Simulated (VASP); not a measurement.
# Ta (P6_3/mmc) in VASP: single point with PBEsol

Aim: the single point of Ta with PBEsol.

Program: VASP 6.6.1. These are calculated values, not measurements. Logs are shortened: lines on timing, memory, paths and dates and some standing lists are left out, and cuts for length are marked.

## 1. The cell of the first run

It takes space group P6_3/mmc (No. 194, hexagonal). The conventional cell has a = 2.689 Å, b = 2.689 Å, c = 4.729 Å, α = 90.00°, β = 90.00°, γ = 120.00°. Within 3.5 Å of Ta (site symmetry -6m2) lie 12 Ta at 2.69 to 2.83 Å.

## 2. Single point, PBEsol

File INCAR:

```
PREC     = Accurate       # precision mode
ENCUT    = 520            # plane-wave cutoff, eV
EDIFF    = 1E-7           # SCF threshold, eV
ISMEAR   = -1             # smearing method
SIGMA    = 0.08           # smearing width, eV
LREAL    = False          # projectors in reciprocal space
LASPH    = True           # aspherical terms in the spheres
NELM     = 100            # most SCF steps
ALGO     = Normal         # electronic algorithm
ISIF     = 2              # what is computed and relaxed
LWAVE    = False          # write WAVECAR
LCHARG   = False          # write CHGCAR
GGA      = PS             # functional
NBANDS   = 18             # bands
```

File KPOINTS:

```
regular mesh
0
Gamma
  16 16 9
```

File POSCAR:

```
Ta
1.0
    2.6886603495      0.0000000000      0.0000000000
   -1.3443301747      2.3284481649      0.0000000000
    0.0000000000      0.0000000000      4.7286905135
Ta
2
Direct
    0.3333333333      0.6666666667      0.2500000000
    0.6666666667      0.3333333333      0.7500000000
```

Potentials or basis: VASP PAW PBE potentials, release 64 (Ta_pv).

Run with:

```sh
$ cat potpaw_PBE.64/Ta_pv/POTCAR > POTCAR
$ mpirun -np 1 vasp_std > vasp.out
```

OUTCAR:

```text
PREC = Accurate
   ENCUT = 520
   EDIFF = 1E-7
   ISMEAR = -1
   LREAL = False
   LASPH = True
   NELM = 100
   ISIF = 2
   GGA = PS

 ion  position               nearest neighbor table
   1  0.333  0.667  0.250-   2 2.83   2 2.83   2 2.83   2 2.83   2 2.83   2 2.83
   2  0.667  0.333  0.750-   1 2.83   1 2.83   1 2.83   1 2.83   1 2.83   1 2.83

  LATTYP: Found a hexagonal cell.
 ALAT       =     2.6886603495
 C/A-ratio  =     1.7587533934

  Lattice vectors:

 A1 = (   2.6886603495,   0.0000000000,   0.0000000000)
 A2 = (  -1.3443301747,   2.3284481649,   0.0000000000)
 A3 = (   0.0000000000,   0.0000000000,   4.7286905135)

Analysis of symmetry for initial positions (statically):
=====================================================================
 Subroutine PRICEL returns:
 Original cell was already a primitive cell.

 Routine SETGRP: Setting up the symmetry group for a
 hexagonal supercell.

 Subroutine GETGRP returns: Found 24 space group operations
 (whereof 12 operations were pure point group operations)
 out of a pool of 24 trial point group operations.

The static configuration has the point symmetry D_3d.
 The point group associated with its full space group is D_6h.

Analysis of symmetry for dynamics (positions and initial velocities):
=====================================================================
 Subroutine PRICEL returns:
 Original cell was already a primitive cell.

 Routine SETGRP: Setting up the symmetry group for a
 hexagonal supercell.

 Subroutine GETGRP returns: Found 24 space group operations
 (whereof 12 operations were pure point group operations)
 out of a pool of 24 trial point group operations.

The dynamic configuration has the point symmetry D_3d.
 The point group associated with its full space group is D_6h.

 Subroutine INISYM returns: Found 24 space group operations
 (whereof 12 operations are pure point group operations),
 and found     1 'primitive' translations

----------------------------------------------------------------------------------------

                                     Primitive cell

  volume of cell :      29.6035

  direct lattice vectors                    reciprocal lattice vectors
     2.688660350  0.000000000  0.000000000     0.371932438  0.214735293  0.000000000
    -1.344330175  2.328448165  0.000000000     0.000000000  0.429470587  0.000000000
     0.000000000  0.000000000  4.728690514     0.000000000  0.000000000  0.211475037

  length of vectors
     2.688660350  2.688660350  4.728690514     0.429470587  0.429470587  0.211475037

  position of ions in fractional coordinates (direct lattice)
     0.333333333  0.666666667  0.250000000
     0.666666667  0.333333333  0.750000000

  ion indices of the primitive-cell ions
   primitive index   ion index
                 1           1
                 2           2

----------------------------------------------------------------------------------------

 KPOINTS: regular mesh

Automatic generation of k-mesh.
 Grid dimensions read from file:
 generate k-points for:   16   16    9

 Generating k-lattice:

  Cartesian coordinates                     Fractional coordinates (reciprocal lattice)
     0.023245777  0.013420956  0.000000000     0.062500000 -0.000000000  0.000000000
     0.000000000  0.026841912  0.000000000     0.000000000  0.062500000  0.000000000
     0.000000000  0.000000000  0.023497226     0.000000000  0.000000000  0.111111111

  Length of vectors
     0.026841912  0.026841912  0.023497226

  Shift w.r.t. Gamma in fractional coordinates (k-lattice)
     0.000000000  0.000000000  0.000000000

 Subroutine IBZKPT returns following result:
 ===========================================

 Found    150 irreducible k-points:

 Following reciprocal coordinates:
            Coordinates               Weight
  0.000000  0.000000  0.000000      1.000000
  0.062500  0.000000  0.000000      6.000000
  0.125000  0.000000  0.000000      6.000000
  0.187500 -0.000000  0.000000      6.000000
  0.250000  0.000000  0.000000      6.000000
  0.312500  0.000000  0.000000      6.000000
[... 16 lines left out ...]
  0.187500  0.187500  0.000000      6.000000
  0.250000  0.187500  0.000000     12.000000
 [... further k-points ...]
   k-points           NKPTS =    150   k-points in BZ     NKDIM =    150   number of bands    NBANDS=     18
   number of dos      NEDOS =    301   number of ions     NIONS =      2
   total plane-waves  NPLWV =  14400
   dimension x,y,z NGX =    20 NGY =   20 NGZ =   36
   dimension x,y,z NGXF=    40 NGYF=   40 NGZF=   72
   ions per type =               2
   NGX,Y,Z   is equivalent  to a cutoff of  12.37, 12.37, 12.66 a.u.
   NGXF,Y,Z  is equivalent  to a cutoff of  24.73, 24.73, 25.31 a.u.
 SYSTEM =  unknown system
   PREC   = accura    normal or accurate (medium, high low for compatibility)
   ISTART =      0    job   : 0-new  1-cont  2-samecut
   ICHARG =      2    charge: 1-file 2-atom 10-const
   ISPIN  =      1    spin polarized calculation?
   LNONCOLLINEAR =      F non collinear calculations
   LSORBIT =      F    spin-orbit coupling
   LASPH  =      T    aspherical Exc in radial PAW
   ENCUT  =  520.0 eV  38.22 Ry    6.18 a.u.   5.00  5.00  8.79*2*pi/ulx,y,z
   NELM   =    100;   NELMIN=  2; NELMDL= -5     # of ELM steps
   EDIFF  = 0.1E-06   stopping-criterion for ELM
   LREAL  =      F    real-space projection
   EDIFFG = 0.1E-05   stopping-criterion for IOM
   NSW    =      0    number of steps for IOM
   IBRION =     -1    ionic relax: 0-MD 1-quasi-New 2-CG
   NFREE  =      0    steps in history (QN), initial steepest desc. (CG)
   ISIF   =      2    stress and relaxation
   ISYM   =      2    0-nonsym 1-usesym 2-fastsym
   POTIM  = 0.5000    time-step for ionic-motion
   TEBEG  =    0.0;   TEEND  =   0.0 temperature during run
   PSTRESS=    0.0 pullay stress
   NELECT =      22.0000    total number of electrons
   NUPDOWN=      -1.0000    fix difference up-down
   EMIN   =  10.00;   EMAX   =-10.00  energy-range for DOS
   EFERMI =   0.00;   METHOD = LEGACY
   ISMEAR =    -1;   SIGMA  =   0.08  broadening in eV -4-tet -1-fermi 0-gaus
   EFERMI_NEDOS =   21; number of points for ismear=-14 and -15
   IALGO  =     38    algorithm
   IMIX   =      4    mixing-type and parameters
     AMIX     =   0.40;   BMIX     =  1.00
     AMIX_MAG =   1.60;   BMIX_MAG =  1.00
  volume/ion in A,a.u.               =      14.80        99.89
  Fermi-wavevector in a.u.,A,eV,Ry     =   1.482864  2.802206 29.917646  2.198885
  Thomas-Fermi vector in A             =   2.596597
   LORBIT       =      0    0 simple, 1 ext, 2 COOP (PROOUT), +10 PAW based schemes
   GGA     = PS    functional components
   LHFCALC =     F    Hartree Fock is set to
   AEXX    =    0.0000 exact exchange contribution
   IVDW    =     0    specifies the selected vdW correction
   LEPSILON=     F    determine dielectric tensor
   LRPA    =     F    only Hartree local field effects (RPA)
 non-spin polarized calculation
  energy-cutoff  :      520.00
  volume of cell :       29.60
 maximum number of plane-waves:       821
 NGX is ok and might be reduce to    20
   NGX =  9   NGY =  9   NGZ = 17

 number of electron      21.9999996 magnetization

 Free energy of the ion-electron system (eV)
  ---------------------------------------------------
  ext. energy  EPLUGINS =         0.00000000
  ---------------------------------------------------
  free energy    TOTEN  =       -23.47773785 eV

  energy without entropy =      -23.43705877  energy(sigma->0) =      -23.45739831

 E-fermi :   7.5524     XC(G=0): -13.7577

 val. band max:        7.5469279139   @ k =   0.2500   0.2500   0.1111
 cond. band min:       7.5548938462   @ k =   0.1250   0.1250   0.2222
 fundamental gap:      0.0079659322
 Fermi energy:         7.5524332605

 k-point     1 :       0.0000    0.0000    0.0000
  band No.  band energies     occupation
      1     -27.2286      2.00000
      2     -25.3562      2.00000
      3     -25.2510      2.00000
      4     -25.2510      2.00000
      5     -25.0638      2.00000
      6     -25.0638      2.00000
[... 10 lines left out ...]
     17      14.1230      0.00000
     18      14.1230      0.00000

 k-point     2 :       0.0625    0.0000    0.0000
  band No.  band energies     occupation
      1     -27.2017      2.00000
      2     -25.3601      2.00000
      3     -25.3382      2.00000
      4     -25.2747      2.00000
      5     -25.1537      2.00000
      6     -25.0779      2.00000
[... 10 lines left out ...]
     17      14.2397      0.00000
     18      14.6527      0.00000

 k-point     3 :       0.1250    0.0000    0.0000
  band No.  band energies     occupation
      1     -27.1230      2.00000
      2     -25.5833      2.00000
      3     -25.4021      2.00000
      4     -25.3727      2.00000
      5     -25.3403      2.00000
      6     -25.1191      2.00000
[... 10 lines left out ...]
     17      14.4884      0.00000
     18      15.8016      0.00000

 k-point     4 :       0.1875   -0.0000    0.0000
  band No.  band energies     occupation
      1     -26.9990      2.00000
      2     -25.9414      2.00000
      3     -25.7547      2.00000
      4     -25.4350      2.00000
      5     -25.3971      2.00000
      6     -25.1824      2.00000
[... 10 lines left out ...]
     17      14.7204      0.00000
     18      17.1188      0.00000

 k-point     5 :       0.2500    0.0000    0.0000
  band No.  band energies     occupation
      1     -26.8402      2.00000
      2     -26.3503      2.00000
      3     -26.1462      2.00000
      4     -25.5424      2.00000
      5     -25.4371      2.00000
      6     -25.2584      2.00000
[... 10 lines left out ...]
     17      14.8699      0.00000
     18      18.3928      0.00000

 k-point     6 :       0.3125    0.0000    0.0000
  band No.  band energies     occupation
      1     -26.7441      2.00000
      2     -26.6617      2.00000
      3     -26.5162      2.00000
      4     -25.6461      2.00000
      5     -25.4955      2.00000
      6     -25.3350      2.00000
[... 10 lines left out ...]
     17      14.9372      0.00000
     18      18.3304      0.00000

 k-point     7 :       0.3750   -0.0000    0.0000
  band No.  band energies     occupation
      1     -27.0664      2.00000
      2     -26.8161      2.00000
      3     -26.4838      2.00000
      4     -25.7317      2.00000
      5     -25.5705      2.00000
      6     -25.4000      2.00000
[... 10 lines left out ...]
     17      14.9514      0.00000
     18      18.2001      0.00000

 k-point     8 :       0.4375    0.0000    0.0000
  band No.  band energies     occupation
      1     -27.2760      2.00000
      2     -27.0104      2.00000
      3     -26.3380      2.00000
      4     -25.7878      2.00000
      5     -25.6469      2.00000
      6     -25.4434      2.00000
[... 10 lines left out ...]
     17      15.7748      0.00000
     18      18.3102      0.00000
[... 229 lines left out ...]
     17      14.2901      0.00000
     18      18.5918      0.00000

 k-point    20 :       0.3125    0.1250    0.0000
  band No.  band energies     occupation
      1     -27.0084      2.00000
      2     -26.7923      2.00000
      3     -26.4297      2.00000
      4     -25.8914      2.00000
      5     -25.5947      2.00000
      6     -25.5934      2.00000
[... 10 lines left out ...]
     17      15.9503      0.00000
     18      19.1038      0.00000

 k-point    21 :       0.3750    0.1250    0.0000
  band No.  band energies     occupation
      1     -27.1926      2.00000
      2     -26.9388      2.00000
      3     -26.2845      2.00000
      4     -25.9766      2.00000
      5     -25.6755      2.00000
      6     -25.6520      2.00000
[... 10 lines left out ...]
     17      17.3526      0.00000
     18      19.7954      0.00000

 k-point    22 :       0.4375    0.1250    0.0000
  band No.  band energies     occupation
      1     -27.2563      2.00000
      2     -26.9898      2.00000
      3     -26.2214      2.00000
      4     -26.0062      2.00000
      5     -25.7159      2.00000
      6     -25.6725      2.00000
[... 10 lines left out ...]
     17      17.9237      0.00000
     18      19.0779      0.00000

 k-point    23 :       0.1875    0.1875    0.0000
  band No.  band energies     occupation
      1     -26.6191      2.00000
      2     -26.6032      2.00000
      3     -26.5659      2.00000
      4     -25.7691      2.00000
      5     -25.5647      2.00000
      6     -25.5100      2.00000
[... 10 lines left out ...]
     17      14.3088      0.00000
     18      18.7028      0.00000

 k-point    24 :       0.2500    0.1875    0.0000
  band No.  band energies     occupation
      1     -26.8508      2.00000
      2     -26.7290      2.00000
      3     -26.4506      2.00000
      4     -25.9491      2.00000
      5     -25.7181      2.00000
      6     -25.5830      2.00000
[... 10 lines left out ...]
     17      15.9837      0.00000
     18      19.3502      0.00000

 [... further k-points ...]

------------------------ aborting loop because EDIFF is reached ----------------------------------------

  FORCE on cell =-STRESS in cart. coord.  units (eV):
  Direction    XX          YY          ZZ          XY          YZ          ZX
  --------------------------------------------------------------------------------------
  -------------------------------------------------------------------------------------
  Total       11.0434173     11.0434173     10.9687552      0.0000000      0.0000000     -0.0000000
  in kB      597.6826600    597.6826601    593.6418636      0.0000000      0.0000000     -0.0000000
  external PRESSURE =     596.3357279 kB  Pullay stress =       0.0000000 kB

 VOLUME and BASIS-vectors are now :
 -----------------------------------------------------------------------------
  energy-cutoff  :      520.00
  volume of cell :       29.60
      direct lattice vectors                 reciprocal lattice vectors
     2.688660350  0.000000000  0.000000000     0.371932438  0.214735293  0.000000000
    -1.344330175  2.328448165  0.000000000     0.000000000  0.429470587  0.000000000
     0.000000000  0.000000000  4.728690514     0.000000000  0.000000000  0.211475037

 POSITION                                       TOTAL-FORCE (eV/Angst)
 -----------------------------------------------------------------------------------
     -0.00000      1.55230      1.18217         0.000000      0.000000      0.000000
      1.34433      0.77615      3.54652        -0.000000     -0.000000      0.000000
 -----------------------------------------------------------------------------------
    total drift:                                0.000000     -0.000000      0.000000

  FREE ENERGIE OF THE ION-ELECTRON SYSTEM (eV)
  ---------------------------------------------------
  free  energy   TOTEN  =       -23.4777378536 eV

  energy  without entropy=      -23.4370587674  energy(sigma->0) =      -23.45739831
```

It took 30 s on 1 thread of Intel Xeon 6975P-C (Granite Rapids), shared host; peak memory 0.18 GiB.

Results:

```yaml
Free_energy: -23.4777 eV
Pressure: 59.6 GPa
Band_gap_on_the_k_mesh: zero (band 11 reaches 9.63 eV, above the bottom of band 12 at 6.61 eV)
```

Stress tensor (GPa, compression positive):
```
59.77  0.00  0.00
 0.00 59.77  0.00
 0.00  0.00 59.36
```

Caveat: the PAW data sets were made with another functional, which shifts forces and pressure a little; spin-orbit coupling is left out, which moves the levels of the heavy elements.
